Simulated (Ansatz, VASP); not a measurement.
HfN: VASP beside Ansatz

The input INCAR:

```
ALGO = Normal
EDIFF = 1E-6
ENCUT = 520
GGA = PE
ISIF = 2
ISMEAR = 0
LASPH = T
LCHARG = F
LREAL = F
LWAVE = F
NBANDS = 14
NELM = 100
PREC = Accurate
SIGMA = 0.15
```

File KPOINTS:

```
k-points
0
Gamma
  18 18 18
```

The input POSCAR:

```
HfN
1.0
    0.0000000000      2.2928850000      2.1912300000
    2.2928850000      0.0000000000      2.1912300000
    2.2928850000      2.2928850000      0.0000000000
Hf N
1 1
Direct
    0.0000000000      0.0000000000      0.0000000000
    0.5000000000      0.5000000000      0.5000000000
```

Input for Ansatz:

```yaml
crystal:
  lattice:
    - [0.0, 2.292885, 2.19123]
    - [2.292885, 0.0, 2.19123]
    - [2.292885, 2.292885, 0.0]
  atoms:
    - { symbol: Hf, position: [0.0, 0.0, 0.0] }
    - { symbol: "N", position: [0.5, 0.5, 0.5] }
basis:
  ecutwfc: 420
kpoints:
  mp_grid: { grid: [18, 18, 18] }
hamiltonian:
  xc: pbe
scf:
  occupations: { method: gaussian, width: 0.15 }
output:
  forces: true
  stress: true
  eigenvalues: true
```

Change from the starting cell: strain +0.015 along x and y, -0.030 along z, atoms carried along.

Alike in both runs: task single point; functional PBE; k mesh 18 × 18 × 18; occupations gaussian, width 0.15 eV; no spin polarisation.

|  | VASP | Ansatz |
| --- | --- | --- |
| version | VASP 6.6.1 | Ansatz 0.2.0 |
| potentials or method | VASP PAW PBE potentials, release 64 (Hf_pv, N), cutoff 520 eV | scalar-relativistic, plane waves, PAW |
| valence electrons in the cell | 15 | 31 |

```tsv
	VASP	Ansatz	Ansatz less VASP
gap on the k mesh at the Fermi level (eV)	none	none	-
pressure (GPa)	4.6	7.0	+2.38
traceless stress, the component that is largest in VASP (GPa)	16.27	16.41	+0.142
```

A gap of «none» marks a metal or a gap that the smearing closes. The functional is the same, so the differences come from potentials, cutoffs and numerics. VASP's potentials hold 15 valence electrons a cell and Ansatz's 31, so a difference there can come from the potentials and not from the codes.

Spin-orbit coupling is off throughout.
